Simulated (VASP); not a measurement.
# HgTe: single point with r2SCAN0

HgTe:

```xyz
2
Lattice="0.0000 3.2358 3.2358 3.2358 0.0000 3.2358 3.2358 3.2358 0.0000" Properties=species:S:1:pos:R:3 pbc="T T T"
Hg    0.0000    0.0000    0.0000
Te    4.8537    4.8537    4.8537
```

| Item | Value |
| --- | --- |
| Program | VASP 6.6.1 |
| Task | single point |
| Functional | r2SCAN0 |
| Potentials or basis | VASP PAW PBE potentials, release 64 (Hg, Te) |
| Cutoff | 520 eV |
| k mesh | 4 × 4 × 4 |
| Occupations | fermi-dirac, width 0.05 eV |
| Spin | no spin polarisation |

```json
{
 "Pressure": "1.1 GPa",
 "Band gap on the k mesh": "0.80 eV"
}
```

Levels at points of the mesh, in eV from the valence-band top:
| k point | band 5 | band 6 | band 7 | band 8 | band 9 | band 10 | band 11 | band 12 | band 13 | band 14 |
| --- | --- | --- | --- | --- | --- | --- | --- | --- | --- | --- |
| (0.00, 0.00, 0.00) | -8.15 | -8.15 | 0.00 | 0.00 | 0.00 | 0.80 | 5.93 | 5.93 | 5.93 | 8.28 |
| (0.50, 0.00, 0.00) | -8.13 | -7.77 | -6.05 | -1.10 | -1.10 | 2.22 | 6.77 | 6.77 | 8.58 | 9.92 |
| (0.50, 0.50, 0.00) | -8.09 | -7.59 | -6.01 | -2.53 | -2.53 | 3.42 | 3.93 | 10.30 | 11.14 | 11.14 |

Run time: 14 min on 1 thread of AMD EPYC 7R13 Processor (Zen 3), with other jobs on the host, peak memory 0.2 GiB.

Caveat: the k points lie up to 0.42 Å⁻¹ apart; the PAW data sets were made with another functional, which shifts forces and pressure a little; spin-orbit coupling is left out, which moves the levels of the heavy elements.
